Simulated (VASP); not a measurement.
Wanted: the native input for a VASP 6.6.1 run.

* Task: single point
* Functional: PBE
* Dispersion: D3(BJ)
* Potentials or basis: VASP PAW PBE potentials, release 64 (C)
* Cutoff: 520 eV
* k mesh: 16 × 16 × 16
* Occupations: gaussian, width 0.03 eV
* Spin: no spin polarisation
* Dipole correction: no
* Further INCAR settings: ALGO = Normal; EDIFF = 1e-06; NBANDS = 11

The structure of C lies in POSCAR:

```
C
1.0
    0.0000000000      2.1482183678      3.4203586967
    1.2409363575      0.0000000000      3.4203586967
    1.2409363575      2.1482183678      0.0000000000
C
2
Direct
    0.1754825005      0.8245174995      0.1754825005
    0.8245174995      0.1754825005      0.8245174995
```

This cell differs from its parent crystal: atoms shifted along a free coordinate.

One way to write it, as run:

INCAR

```
ALGO = Normal ; EDIFF = 1E-6
ENCUT = 520 ; GGA = PE
ISIF = 2 ; ISMEAR = 0
IVDW = 12 ; LASPH = True
LCHARG = True ; LELF = True
LREAL = False ; LVHAR = True
LWAVE = False ; NBANDS = 11
NELM = 60 ; PREC = Accurate
SIGMA = 0.03
```

KPOINTS

```
k-points
0
Gamma
  16 16 16
```

Potentials or basis: VASP PAW PBE potentials, release 64 (C).

The run is started by

```bash
$ cat potpaw_PBE.64/C/POTCAR > POTCAR
$ mpirun -np 1 vasp_std > vasp.out
```

Results of the run:

The pressure is -2.9 GPa, the largest force is 3.515 eV/Å and the dispersion energy per atom is -0.152 eV.

Caveat: the cell differs from its parent crystal (atoms shifted along a free coordinate); forces of over 1 eV/Å act on the atoms, so gaps and moduli don't describe the material at rest.

Wall time 74 s on 1 thread of Intel(R) Xeon(R) 6975P-C (Granite Rapids), on a shared host, peak memory 0.23 GiB.
